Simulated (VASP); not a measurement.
# Tl (P6_3/mmc) in VASP: further runs, part 2 of 2

VASP 6.6.1.

### 4 Single point, BLYP (volume scaled by 0.96)

The input, INCAR:

```
AGGAC = 1.0
AGGAX = 1.0
ALDAC = 0.0
ALDAX = 1.0
ALGO = Normal
EDIFF = 1E-6
ENCUT = 520
GGA = B5
ISIF = 2
ISMEAR = -1
LASPH = True
LCHARG = True
LELF = True
LREAL = False
LVHAR = True
LWAVE = False
NBANDS = 34
NELM = 60
PREC = Accurate
SIGMA = 0.1
```

The input, KPOINTS:

```
k-points
0
Gamma
  11 11 3
```

The input, POSCAR:

```
Tl
1.0
    3.6731910213      0.0000000000      0.0000000000
   -1.8365955106      3.1810767374      0.0000000000
    0.0000000000      0.0000000000     11.6232406629
Tl
4
Direct
    0.0000000000      0.0000000000      0.0000000000
    0.0000000000      0.0000000000      0.5000000000
    0.3333333333      0.6666666667      0.2500000000
    0.6666666667      0.3333333333      0.7500000000
```

Potentials or basis: VASP PAW PBE potentials, release 64 (Tl_d).

Started as:

```bash
$ cat potpaw_PBE.64/Tl_d/POTCAR > POTCAR
$ mpirun -np 1 vasp_std > vasp.out
```

OUTCAR:

```text
EDIFF = 1E-6
   ENCUT = 520
   GGA = B5
   ISIF = 2
   ISMEAR = -1
   LASPH = True
   LREAL = False
   NELM = 60
   PREC = Accurate

 ion  position               nearest neighbor table
   1  0.000  0.000  0.000-   3 3.60   4 3.60   3 3.60   4 3.60   4 3.60   3 3.60
   2  0.000  0.000  0.500-   3 3.60   4 3.60   3 3.60   4 3.60   4 3.60   3 3.60
   3  0.333  0.667  0.250-   1 3.60   2 3.60   1 3.60   2 3.60   1 3.60   2 3.60
   4  0.667  0.333  0.750-   1 3.60   2 3.60   1 3.60   2 3.60   1 3.60   2 3.60

  LATTYP: Found a hexagonal cell.
 ALAT       =     3.6731910213
 C/A-ratio  =     3.1643441889

  Lattice vectors:

 A1 = (   3.6731910213,   0.0000000000,   0.0000000000)
 A2 = (  -1.8365955106,   3.1810767374,   0.0000000000)
 A3 = (   0.0000000000,   0.0000000000,  11.6232406629)

Analysis of symmetry for initial positions (statically):
=====================================================================
 Subroutine PRICEL returns:
 Original cell was already a primitive cell.

 Routine SETGRP: Setting up the symmetry group for a
 hexagonal supercell.

 Subroutine GETGRP returns: Found 24 space group operations
 (whereof 12 operations were pure point group operations)
 out of a pool of 24 trial point group operations.

The static configuration has the point symmetry D_3d.
 The point group associated with its full space group is D_6h.

Analysis of symmetry for dynamics (positions and initial velocities):
=====================================================================
 Subroutine PRICEL returns:
 Original cell was already a primitive cell.

 Routine SETGRP: Setting up the symmetry group for a
 hexagonal supercell.

 Subroutine GETGRP returns: Found 24 space group operations
 (whereof 12 operations were pure point group operations)
 out of a pool of 24 trial point group operations.

The dynamic configuration has the point symmetry D_3d.
 The point group associated with its full space group is D_6h.

 Subroutine INISYM returns: Found 24 space group operations
 (whereof 12 operations are pure point group operations),
 and found     1 'primitive' translations

----------------------------------------------------------------------------------------

                                     Primitive cell

  volume of cell :     135.8141

  direct lattice vectors                    reciprocal lattice vectors
     3.673191021  0.000000000  0.000000000     0.272242852  0.157179484  0.000000000
    -1.836595511  3.181076737  0.000000000     0.000000000  0.314358968  0.000000000
     0.000000000  0.000000000 11.623240663     0.000000000  0.000000000  0.086034526

  length of vectors
     3.673191021  3.673191021 11.623240663     0.314358968  0.314358968  0.086034526

  position of ions in fractional coordinates (direct lattice)
     0.000000000  0.000000000  0.000000000
     0.000000000  0.000000000  0.500000000
     0.333333333  0.666666667  0.250000000
     0.666666667  0.333333333  0.750000000

  ion indices of the primitive-cell ions
   primitive index   ion index
                 1           1
                 2           2
                 3           3
                 4           4

----------------------------------------------------------------------------------------

 KPOINTS: k-points

Automatic generation of k-mesh.
 Grid dimensions read from file:
 generate k-points for:   11   11    3

 Generating k-lattice:

  Cartesian coordinates                     Fractional coordinates (reciprocal lattice)
     0.024749350  0.014289044  0.000000000     0.090909091  0.000000000  0.000000000
     0.000000000  0.028578088  0.000000000     0.000000000  0.090909091  0.000000000
     0.000000000  0.000000000  0.028678175     0.000000000  0.000000000  0.333333333

  Length of vectors
     0.028578088  0.028578088  0.028678175

  Shift w.r.t. Gamma in fractional coordinates (k-lattice)
     0.000000000  0.000000000  0.000000000

 Subroutine IBZKPT returns following result:
 ===========================================

 Found     32 irreducible k-points:

 Following reciprocal coordinates:
            Coordinates               Weight
  0.000000  0.000000  0.000000      1.000000
  0.090909 -0.000000  0.000000      6.000000
  0.181818  0.000000  0.000000      6.000000
  0.272727  0.000000  0.000000      6.000000
  0.363636  0.000000  0.000000      6.000000
  0.454545  0.000000  0.000000      6.000000
[... 16 lines left out ...]
  0.090909  0.090909  0.333333     12.000000
  0.181818  0.090909  0.333333     24.000000
 [... further k-points ...]
   k-points           NKPTS =     32   k-points in BZ     NKDIM =     32   number of bands    NBANDS=     34
   number of dos      NEDOS =    301   number of ions     NIONS =      4
   total plane-waves  NPLWV =  70560
   dimension x,y,z NGX =    28 NGY =   28 NGZ =   90
   dimension x,y,z NGXF=    56 NGYF=   56 NGZF=  180
   ions per type =               4
   NGX,Y,Z   is equivalent  to a cutoff of  12.67, 12.67, 12.87 a.u.
   NGXF,Y,Z  is equivalent  to a cutoff of  25.35, 25.35, 25.75 a.u.
 SYSTEM =  unknown system
   PREC   = accura    normal or accurate (medium, high low for compatibility)
   ISTART =      0    job   : 0-new  1-cont  2-samecut
   ICHARG =      2    charge: 1-file 2-atom 10-const
   ISPIN  =      1    spin polarized calculation?
   LNONCOLLINEAR =      F non collinear calculations
   LSORBIT =      F    spin-orbit coupling
   LASPH  =      T    aspherical Exc in radial PAW
   ENCUT  =  520.0 eV  38.22 Ry    6.18 a.u.   6.83  6.83 21.61*2*pi/ulx,y,z
   NELM   =     60;   NELMIN=  2; NELMDL= -5     # of ELM steps
   EDIFF  = 0.1E-05   stopping-criterion for ELM
   LREAL  =      F    real-space projection
   EDIFFG = 0.1E-04   stopping-criterion for IOM
   NSW    =      0    number of steps for IOM
   IBRION =     -1    ionic relax: 0-MD 1-quasi-New 2-CG
   NFREE  =      0    steps in history (QN), initial steepest desc. (CG)
   ISIF   =      2    stress and relaxation
   ISYM   =      2    0-nonsym 1-usesym 2-fastsym
   POTIM  = 0.5000    time-step for ionic-motion
   TEBEG  =    0.0;   TEEND  =   0.0 temperature during run
   PSTRESS=    0.0 pullay stress
   NELECT =      52.0000    total number of electrons
   NUPDOWN=      -1.0000    fix difference up-down
   EMIN   =  10.00;   EMAX   =-10.00  energy-range for DOS
   EFERMI =   0.00;   METHOD = LEGACY
   ISMEAR =    -1;   SIGMA  =   0.10  broadening in eV -4-tet -1-fermi 0-gaus
   EFERMI_NEDOS =   21; number of points for ismear=-14 and -15
   IALGO  =     38    algorithm
   IMIX   =      4    mixing-type and parameters
     AMIX     =   0.40;   BMIX     =  1.00
     AMIX_MAG =   1.60;   BMIX_MAG =  1.00
  volume/ion in A,a.u.               =      33.95       229.13
  Fermi-wavevector in a.u.,A,eV,Ry     =   1.188760  2.246431 19.227089  1.413151
  Thomas-Fermi vector in A             =   2.324883
   LORBIT       =      0    0 simple, 1 ext, 2 COOP (PROOUT), +10 PAW based schemes
   GGA     = B5    functional components
   LHFCALC =     F    Hartree Fock is set to
   AEXX    =    0.0000 exact exchange contribution
   IVDW    =     0    specifies the selected vdW correction
   LEPSILON=     F    determine dielectric tensor
   LRPA    =     F    only Hartree local field effects (RPA)
 non-spin polarized calculation
  energy-cutoff  :      520.00
  volume of cell :      135.81
 maximum number of plane-waves:      3682
 NGX is ok and might be reduce to    28
   NGX = 13   NGY = 13   NGZ = 43

 number of electron      51.9999996 magnetization

 Free energy of the ion-electron system (eV)
  ---------------------------------------------------
  ext. energy  EPLUGINS =         0.00000000
  ---------------------------------------------------
  free energy    TOTEN  =        -6.81753701 eV

  energy without entropy =       -6.73049583  energy(sigma->0) =       -6.77401642

 E-fermi :   5.4149     XC(G=0):  -8.8151

 val. band max:        5.4038286034   @ k =   0.2727   0.2727   0.0000
 cond. band min:       5.4269538372   @ k =   0.3636   0.1818   0.0000
 fundamental gap:      0.0231252338
 Fermi energy:         5.4149394615

 k-point     1 :       0.0000    0.0000    0.0000
  band No.  band energies     occupation
      1      -6.1597      2.00000
      2      -6.0915      2.00000
      3      -6.0859      2.00000
      4      -6.0850      2.00000
      5      -6.0850      2.00000
      6      -6.0710      2.00000
[... 26 lines left out ...]
     33      12.8315      0.00000
     34      13.7928      0.00000
[... 820 lines left out ...]
      4      -6.0934      2.00000
      5      -6.0631      2.00000
      6      -6.0378      2.00000
[... 26 lines left out ...]
     33      11.0493      0.00000
     34      11.7853      0.00000

 [... further k-points ...]
[... 5 lines left out ...]
  --------------------------------------------------------------------------------------
  -------------------------------------------------------------------------------------
  Total        0.6950770      0.6950770      0.7781648      0.0000000      0.0000000      0.0000000
  in kB        8.1997127      8.1997127      9.1798860      0.0000000      0.0000000      0.0000000
  external PRESSURE =       8.5264372 kB  Pullay stress =       0.0000000 kB

 VOLUME and BASIS-vectors are now :
 -----------------------------------------------------------------------------
  energy-cutoff  :      520.00
  volume of cell :      135.81
      direct lattice vectors                 reciprocal lattice vectors
     3.673191021  0.000000000  0.000000000     0.272242852  0.157179484  0.000000000
    -1.836595511  3.181076737  0.000000000     0.000000000  0.314358968  0.000000000
     0.000000000  0.000000000 11.623240663     0.000000000  0.000000000  0.086034526

 POSITION                                       TOTAL-FORCE (eV/Angst)
 -----------------------------------------------------------------------------------
      0.00000      0.00000      0.00000        -0.000000      0.000000     -0.000000
      0.00000      0.00000      5.81162        -0.000000      0.000000     -0.000000
     -0.00000      2.12072      2.90581         0.000000     -0.000000     -0.000000
      1.83660      1.06036      8.71743        -0.000000      0.000000      0.000000
 -----------------------------------------------------------------------------------
    total drift:                                0.000000     -0.000000      0.000000

  FREE ENERGIE OF THE ION-ELECTRON SYSTEM (eV)
  ---------------------------------------------------
  free  energy   TOTEN  =        -6.8175370096 eV

  energy  without entropy=       -6.7304958293  energy(sigma->0) =       -6.77401642
```

Run time: 2.1 min. Hardware: 1 thread of Oxide Virtual Turin-like, shared host; peak memory 0.26 GiB.

What came out:

```
Free energy            : -6.8175 eV
Pressure               : 0.9 GPa
Band gap on the k mesh : zero (band 26 reaches 8.33 eV, above the bottom of band 27 at 4.65 eV)
```

Stress tensor (GPa, compression positive):
```
0.82 0.00 0.00
0.00 0.82 0.00
0.00 0.00 0.92
```

Levels at points of the mesh, in eV from the Fermi level:
| k point | band 21 | band 22 | band 23 | band 24 | band 25 | band 26 | band 27 | band 28 | band 29 | band 30 |
| --- | --- | --- | --- | --- | --- | --- | --- | --- | --- | --- |
| (0.00, 0.00, 0.00) | -9.05 | -7.85 | -7.85 | -5.25 | -2.11 | 2.88 | 2.90 | 6.59 | 6.59 | 7.41 |

Caveat: the PAW data sets were made with another functional, which shifts forces and pressure a little; spin-orbit coupling is left out, which moves the levels of the heavy elements.

### 5 Summary

```tsv
cell	gap on the mesh (eV)	pressure (GPa)
a = 3.568, b = 3.568, c = 11.291 Å, angles 90.0, 90.0, 120.0°, 4 atoms	none	3.3
a = 3.621, b = 3.621, c = 11.460 Å, angles 90.0, 90.0, 120.0°, 4 atoms	none	1.9
a = 3.673, b = 3.673, c = 11.623 Å, angles 90.0, 90.0, 120.0°, 4 atoms	none	0.9
```

Alike in all rows: task single point; level BLYP; potentials or basis VASP PAW PBE potentials, release 64 (Tl_d); no spin polarisation; k mesh 11 × 11 × 3; cutoff (eV) 520; smearing fermi-dirac 0.1 eV.

Caveats: the PAW data sets were made with another functional, which shifts forces and pressure a little; spin-orbit coupling is left out, which moves the levels of the heavy elements.

Total energies depend on the potentials used, so only differences within one code and one set of settings carry meaning.
